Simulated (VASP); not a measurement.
Input of a VASP 6.6.1 run:

The input INCAR:

```
SYSTEM = Y
ALGO     = Normal         ! electronic algorithm
EDIFF    = 1E-6           ! SCF threshold, eV
ENCUT    = 520            ! plane-wave cutoff, eV
GGA      = RE             ! functional
ISIF     = 2              ! what is computed and relaxed
ISMEAR   = -1             ! smearing method
LASPH    = .TRUE.         ! aspherical terms in the spheres
LCHARG   = .FALSE.        ! write CHGCAR
LREAL    = .FALSE.        ! projectors in reciprocal space
LWAVE    = .FALSE.        ! write WAVECAR
NBANDS   = 18             ! bands
NELM     = 60             ! most SCF steps
PREC     = Accurate       ! precision mode
SIGMA    = 0.1            ! smearing width, eV
```

Contents of KPOINTS:

```
k-points
0
G
  16 16 9
  0 0 0
```

The input POSCAR:

```
Y
1.0
    3.8275762084      0.0000000000      0.0000000000
   -1.9137881042      3.3147782314      0.0000000000
    0.0000000000      0.0000000000      5.9784239289
Y
2
Direct
    0.3333333333      0.6666666667      0.2500000000
    0.6666666667      0.3333333333      0.7500000000
```

Potentials or basis: VASP PAW PBE potentials, release 64 (Y_sv).

Run with:

```bash
$ cat potpaw_PBE.64/Y_sv/POTCAR > POTCAR
$ mpirun -np 1 vasp_std > vasp.out
```

Problem. Predict the pressure.

Solution. -3.7 GPa.

Problem. Estimate the band gap on the k mesh.

Solution. Zero (bands 11 and 12 overlap by 1.24 eV).

Stress tensor (GPa, compression positive):
```
-3.71  0.00  0.00
 0.00 -3.71  0.00
 0.00  0.00 -3.62
```

Caveat: the cell stands under tension; the PAW data sets were made with another functional, which shifts forces and pressure a little.
